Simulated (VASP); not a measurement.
# ZnCd5Te6 (P-4m2) in VASP: single point with PBE

Aim: the single point of ZnCd5Te6 with PBE.

Everything below comes from runs of VASP 6.6.1. Logs are shortened: lines on timing, memory, paths and dates and some standing lists are left out, and cuts for length are marked.

## 1. The cell of the first run

Symmetry: P-4m2, No. 115, tetragonal system. The conventional cell has a = 4.622 Å, b = 4.622 Å, c = 19.690 Å, α = 90.00°, β = 90.00°, γ = 90.00°. Zn (site symmetry -4m2) has 4 Te at 2.72 Å within 3.6 Å. Cd (site symmetry 2mm) has 4 Te at 2.86 Å within 3.8 Å. Cd (site symmetry 2mm) has 4 Te at 2.86 Å within 3.8 Å. Within 3.8 Å of Cd (site symmetry -4m2) lie 4 Te at 2.86 Å. Within 3.6 Å of Te (site symmetry 2mm) lie 2 Zn at 2.72 Å and 2 Cd at 2.86 Å. Within 3.8 Å of Te (site symmetry 2mm) lie 4 Cd at 2.86 Å. Within 3.8 Å of Te (site symmetry 2mm) lie 4 Cd at 2.86 Å.

## 2. Single point, PBE

POSCAR

```
ZnCd5Te6
1.0
    4.6222153000      0.0000000000      0.0000000000
    0.0000000000      4.6222153000      0.0000000000
    0.0000000000      0.0000000000     19.6900512000
Zn Cd Te
1 5 6
Direct
    0.5000000000      0.5000000000      0.0000000000
    0.0000000000      0.0000000000      0.8412540000
    0.0000000000      0.0000000000      0.1587460000
    0.5000000000      0.5000000000      0.3293760000
    0.0000000000      0.0000000000      0.5000000000
    0.5000000000      0.5000000000      0.6706240000
    0.5000000000      0.0000000000      0.0730490000
    0.0000000000      0.5000000000      0.2440500000
    0.5000000000      0.0000000000      0.4146900000
    0.0000000000      0.5000000000      0.5853100000
    0.5000000000      0.0000000000      0.7559500000
    0.0000000000      0.5000000000      0.9269510000
```

INCAR.step1

```
SYSTEM = ZnCd5Te6
  PREC = Accurate
  ENCUT = 400
  EDIFF = 1E-6
  ISMEAR = 0
  SIGMA = 0.02
  LREAL = .False.
  LASPH = .True.
  NELM = 120
  ALGO = Normal
  ISIF = 2
  LWAVE = .False.
  LCHARG = .True.
  GGA = PE
  NBANDS = 66
  GGA_COMPAT = .False.
  NEDOS = 2001
  LORBIT = 11
```

KPOINTS.step1

```
Automatic mesh
0
Gamma
  6 6 2
  0 0 0
```

INCAR.step2

```
SYSTEM = ZnCd5Te6
  PREC = Accurate
  ENCUT = 400
  EDIFF = 1E-6
  ISMEAR = -5
  SIGMA = 0.02
  LREAL = .False.
  LASPH = .True.
  NELM = 120
  ALGO = Normal
  ISIF = 2
  LWAVE = .False.
  LCHARG = .False.
  GGA = PE
  LORBIT = 11
  NBANDS = 66
  NEDOS = 2001
  ICHARG = 11
  GGA_COMPAT = .False.
```

KPOINTS.step2

```
Automatic mesh
0
Gamma
  9 9 3
  0 0 0
```

Potentials or basis: VASP PAW PBE potentials, release 64 (Zn, Cd, Te).

Launch:

```
cat potpaw_PBE.64/Zn/POTCAR potpaw_PBE.64/Cd/POTCAR potpaw_PBE.64/Te/POTCAR > POTCAR
cp INCAR.step1 INCAR
cp KPOINTS.step1 KPOINTS
mpirun -np 1 vasp_std > vasp.out
cp INCAR.step2 INCAR
cp KPOINTS.step2 KPOINTS
mpirun -np 1 vasp_std > vasp.out
```

OUTCAR:

```text
SYSTEM = ZnCd5Te6
   PREC = Accurate
   ENCUT = 400
   EDIFF = 1E-6
   ISMEAR = -5
   LREAL = .False.
   LASPH = .True.
   NELM = 120
   ISIF = 2
   GGA = PE
   LORBIT = 11
   ICHARG = 11

 ion  position               nearest neighbor table
   1  0.500  0.500  0.000-   7 2.72  12 2.72   7 2.72  12 2.72
   2  0.000  0.000  0.841-  11 2.86  11 2.86  12 2.86  12 2.86
   3  0.000  0.000  0.159-   8 2.86   8 2.86   7 2.86   7 2.86
   4  0.500  0.500  0.329-   9 2.86   9 2.86   8 2.86   8 2.86
   5  0.000  0.000  0.500-   9 2.86  10 2.86  10 2.86   9 2.86
   6  0.500  0.500  0.671-  10 2.86  10 2.86  11 2.86  11 2.86
   7  0.500  0.000  0.073-   1 2.72   1 2.72   3 2.86   3 2.86
   8  0.000  0.500  0.244-   3 2.86   3 2.86   4 2.86   4 2.86
   9  0.500  0.000  0.415-   5 2.86   5 2.86   4 2.86   4 2.86
  10  0.000  0.500  0.585-   5 2.86   5 2.86   6 2.86   6 2.86
  11  0.500  0.000  0.756-   2 2.86   2 2.86   6 2.86   6 2.86
  12  0.000  0.500  0.927-   1 2.72   1 2.72   2 2.86   2 2.86

  LATTYP: Found a simple tetragonal cell.
 ALAT       =     4.6222153000
 C/A-ratio  =     4.2598732257

  Lattice vectors:

 A1 = (   4.6222153000,   0.0000000000,   0.0000000000)
 A2 = (   0.0000000000,   4.6222153000,   0.0000000000)
 A3 = (   0.0000000000,   0.0000000000,  19.6900512000)

Analysis of symmetry for initial positions (statically):
=====================================================================
 Subroutine PRICEL returns:
 Original cell was already a primitive cell.

 Routine SETGRP: Setting up the symmetry group for a
 simple tetragonal supercell.

 Subroutine GETGRP returns: Found  8 space group operations
 (whereof  8 operations were pure point group operations)
 out of a pool of 16 trial point group operations.

The static configuration has the point symmetry D_2d.

Analysis of symmetry for dynamics (positions and initial velocities):
=====================================================================
 Subroutine PRICEL returns:
 Original cell was already a primitive cell.

 Routine SETGRP: Setting up the symmetry group for a
 simple tetragonal supercell.

 Subroutine GETGRP returns: Found  8 space group operations
 (whereof  8 operations were pure point group operations)
 out of a pool of 16 trial point group operations.

The dynamic configuration has the point symmetry D_2d.

 Subroutine INISYM returns: Found  8 space group operations
 (whereof  8 operations are pure point group operations),
 and found     1 'primitive' translations

----------------------------------------------------------------------------------------

                                     Primitive cell

  volume of cell :     420.6755

  direct lattice vectors                    reciprocal lattice vectors
     4.622215300  0.000000000  0.000000000     0.216346478  0.000000000  0.000000000
     0.000000000  4.622215300  0.000000000     0.000000000  0.216346478  0.000000000
     0.000000000  0.000000000 19.690051200     0.000000000  0.000000000  0.050787070

  length of vectors
     4.622215300  4.622215300 19.690051200     0.216346478  0.216346478  0.050787070

  position of ions in fractional coordinates (direct lattice)
     0.500000000  0.500000000  0.000000000
     0.000000000  0.000000000  0.841254000
     0.000000000  0.000000000  0.158746000
     0.500000000  0.500000000  0.329376000
     0.000000000  0.000000000  0.500000000
     0.500000000  0.500000000  0.670624000
     0.500000000  0.000000000  0.073049000
     0.000000000  0.500000000  0.244050000
     0.500000000  0.000000000  0.414690000
     0.000000000  0.500000000  0.585310000
     0.500000000  0.000000000  0.755950000
     0.000000000  0.500000000  0.926951000

  ion indices of the primitive-cell ions
   primitive index   ion index
                 1           1
                 2           2
                 3           3
                 4           4
                 5           5
                 6           6
                 7           7
                 8           8
                 9           9
                10          10
                11          11
                12          12

----------------------------------------------------------------------------------------

 KPOINTS: Automatic mesh

Automatic generation of k-mesh.
 Grid dimensions read from file:
 generate k-points for:    9    9    3

 Generating k-lattice:

  Cartesian coordinates                     Fractional coordinates (reciprocal lattice)
     0.024038498  0.000000000  0.000000000     0.111111111  0.000000000  0.000000000
     0.000000000  0.024038498  0.000000000     0.000000000  0.111111111  0.000000000
     0.000000000  0.000000000  0.016929023     0.000000000  0.000000000  0.333333333

  Length of vectors
     0.024038498  0.024038498  0.016929023

  Shift w.r.t. Gamma in fractional coordinates (k-lattice)
     0.000000000  0.000000000  0.000000000

 TETIRR: Found    352 inequivalent tetrahedra from     1458

 Subroutine IBZKPT returns following result:
 ===========================================

 Found     30 irreducible k-points:

 Following reciprocal coordinates:
            Coordinates               Weight
  0.000000  0.000000  0.000000      1.000000
  0.111111  0.000000  0.000000      4.000000
  0.222222  0.000000  0.000000      4.000000
  0.333333  0.000000  0.000000      4.000000
  0.444444  0.000000  0.000000      4.000000
  0.111111  0.111111  0.000000      4.000000
[... 16 lines left out ...]
  0.333333  0.111111  0.333333     16.000000
  0.444444  0.111111  0.333333     16.000000
 [... further k-points ...]
   k-points           NKPTS =     30   k-points in BZ     NKDIM =     30   number of bands    NBANDS=     66
   number of dos      NEDOS =   2001   number of ions     NIONS =     12
   total plane-waves  NPLWV = 115200
   dimension x,y,z NGX =    30 NGY =   30 NGZ =  128
   dimension x,y,z NGXF=    60 NGYF=   60 NGZF=  256
   ions per type =               1   5   6
   NGX,Y,Z   is equivalent  to a cutoff of  10.79, 10.79, 10.81 a.u.
   NGXF,Y,Z  is equivalent  to a cutoff of  21.58, 21.58, 21.61 a.u.
 SYSTEM =  ZnCd5Te6
   PREC   = accura    normal or accurate (medium, high low for compatibility)
   ISTART =      0    job   : 0-new  1-cont  2-samecut
   ICHARG =     11    charge: 1-file 2-atom 10-const
   ISPIN  =      1    spin polarized calculation?
   LNONCOLLINEAR =      F non collinear calculations
   LSORBIT =      F    spin-orbit coupling
   LASPH  =      T    aspherical Exc in radial PAW
   ENCUT  =  400.0 eV  29.40 Ry    5.42 a.u.   7.54  7.54 32.11*2*pi/ulx,y,z
   NELM   =    120;   NELMIN=  2; NELMDL=  0     # of ELM steps
   EDIFF  = 0.1E-05   stopping-criterion for ELM
   LREAL  =      F    real-space projection
   EDIFFG = 0.1E-04   stopping-criterion for IOM
   NSW    =      0    number of steps for IOM
   IBRION =     -1    ionic relax: 0-MD 1-quasi-New 2-CG
   NFREE  =      0    steps in history (QN), initial steepest desc. (CG)
   ISIF   =      2    stress and relaxation
   ISYM   =      2    0-nonsym 1-usesym 2-fastsym
   POTIM  = 0.5000    time-step for ionic-motion
   TEBEG  =    0.0;   TEEND  =   0.0 temperature during run
   PSTRESS=    0.0 pullay stress
   NELECT =     108.0000    total number of electrons
   NUPDOWN=      -1.0000    fix difference up-down
   EMIN   =  10.00;   EMAX   =-10.00  energy-range for DOS
   EFERMI =   0.00;   METHOD = LEGACY
   ISMEAR =    -5;   SIGMA  =   0.02  broadening in eV -4-tet -1-fermi 0-gaus
   EFERMI_NEDOS =   21; number of points for ismear=-14 and -15
   IALGO  =     38    algorithm
   IMIX   =      4    mixing-type and parameters
     AMIX     =   0.40;   BMIX     =  1.00
     AMIX_MAG =   1.60;   BMIX_MAG =  1.00
  volume/ion in A,a.u.               =      35.06       236.57
  Fermi-wavevector in a.u.,A,eV,Ry     =   1.040480  1.966222 14.729645  1.082598
  Thomas-Fermi vector in A             =   2.175057
   LORBIT       =     11    0 simple, 1 ext, 2 COOP (PROOUT), +10 PAW based schemes
   GGA     = PE    functional components
   LHFCALC =     F    Hartree Fock is set to
   AEXX    =    0.0000 exact exchange contribution
   IVDW    =     0    specifies the selected vdW correction
   LEPSILON=     F    determine dielectric tensor
   LRPA    =     F    only Hartree local field effects (RPA)
 non-spin polarized calculation
 Fermi weights with tetrahedron method with Bloechl corrections
  energy-cutoff  :      400.00
  volume of cell :      420.68
 maximum number of plane-waves:      7680
 NGX is ok and might be reduce to    30

 number of electron     107.9999990 magnetization

 Free energy of the ion-electron system (eV)
  ---------------------------------------------------
  ext. energy  EPLUGINS =         0.00000000
  ---------------------------------------------------
  free energy    TOTEN  =       -29.16271599 eV

  energy without entropy =      -29.16271599  energy(sigma->0) =      -29.16271599

 E-fermi :   1.9739     XC(G=0):  -8.3861

 val. band max:        1.9723350867   @ k =   0.0000   0.0000   0.0000
 cond. band min:       2.5852887235   @ k =   0.0000   0.0000   0.0000
 fundamental gap:      0.6129536368
 Fermi energy:         1.9739462176

 k-point     1 :       0.0000    0.0000    0.0000
  band No.  band energies     occupation
      1      -9.0471      2.00000
      2      -8.8608      2.00000
      3      -8.7982      2.00000
      4      -8.6040      2.00000
      5      -8.5472      2.00000
      6      -8.4136      2.00000
[... 1645 lines left out ...]
     65       6.8934      0.00000
     66       6.9348      0.00000

 [... further k-points ...]
[... 5 lines left out ...]
  --------------------------------------------------------------------------------------
  -------------------------------------------------------------------------------------
  Total       -0.4935360     -0.4935360     -0.4382952      0.0000000      0.0000000      0.0000000
  in kB       -1.8796728     -1.8796728     -1.6692836      0.0000000      0.0000000      0.0000000
  external PRESSURE =      -1.8095431 kB  Pullay stress =       0.0000000 kB

 VOLUME and BASIS-vectors are now :
 -----------------------------------------------------------------------------
  energy-cutoff  :      400.00
  volume of cell :      420.68
      direct lattice vectors                 reciprocal lattice vectors
     4.622215300  0.000000000  0.000000000     0.216346478  0.000000000  0.000000000
     0.000000000  4.622215300  0.000000000     0.000000000  0.216346478  0.000000000
     0.000000000  0.000000000 19.690051200     0.000000000  0.000000000  0.050787070

 POSITION                                       TOTAL-FORCE (eV/Angst)
 -----------------------------------------------------------------------------------
      2.31111      2.31111      0.00000        -0.000000      0.000000      0.000000
      0.00000      0.00000     16.56433         0.000000     -0.000000     -0.000375
      0.00000      0.00000      3.12572         0.000000     -0.000000      0.000375
      2.31111      2.31111      6.48543         0.000000     -0.000000      0.000126
      0.00000      0.00000      9.84503         0.000000     -0.000000      0.000000
      2.31111      2.31111     13.20462         0.000000     -0.000000     -0.000126
      2.31111      0.00000      1.43834         0.000000     -0.000000     -0.007276
      0.00000      2.31111      4.80536         0.000000     -0.000000     -0.000590
      2.31111      0.00000      8.16527         0.000000     -0.000000     -0.001020
      0.00000      2.31111     11.52478         0.000000     -0.000000      0.001020
      2.31111      0.00000     14.88469         0.000000     -0.000000      0.000590
      0.00000      2.31111     18.25171         0.000000     -0.000000      0.007276
 -----------------------------------------------------------------------------------
    total drift:                               -0.000000      0.000000      0.000000

  FREE ENERGIE OF THE ION-ELECTRON SYSTEM (eV)
  ---------------------------------------------------
  free  energy   TOTEN  =       -29.1627159895 eV

  energy  without entropy=      -29.1627159895  energy(sigma->0) =      -29.16271599

 total charge

# of ion       s       p       d       tot
------------------------------------------
    1        0.540   0.362   9.759  10.660
    2        0.465   0.289   9.528  10.281
    3        0.465   0.289   9.528  10.281
    4        0.464   0.288   9.529  10.281
    5        0.464   0.288   9.529  10.281
    6        0.464   0.288   9.529  10.281
    7        1.353   2.032   0.020   3.404
    8        1.353   2.036   0.018   3.407
    9        1.353   2.035   0.018   3.407
   10        1.353   2.035   0.018   3.407
   11        1.353   2.036   0.018   3.407
   12        1.353   2.032   0.020   3.404
--------------------------------------------------
tot         10.978  14.010  57.514  82.501
```

Run time: 9.1 min. Hardware: 1 thread of Intel Xeon Platinum 8488C (Sapphire Rapids), shared host; peak memory 0.6 GiB.

What came out:

```yaml
Valence_electrons_inside_the_program's_atomic_spheres: Zn 10.66; Cd 10.28; Te 3.40, 3.41 (each value once)
```

Levels at points of the mesh, in eV from the valence-band top:
| k point | band 51 | band 52 | band 53 | band 54 | band 55 | band 56 | band 57 | band 58 |
| --- | --- | --- | --- | --- | --- | --- | --- | --- |
| (0.00, 0.00, 0.00) | -0.51 | -0.05 | 0.00 | 0.00 | 0.61 | 2.09 | 2.31 | 2.51 |

Caveat: spin-orbit coupling is left out, which moves the levels of the heavy elements.
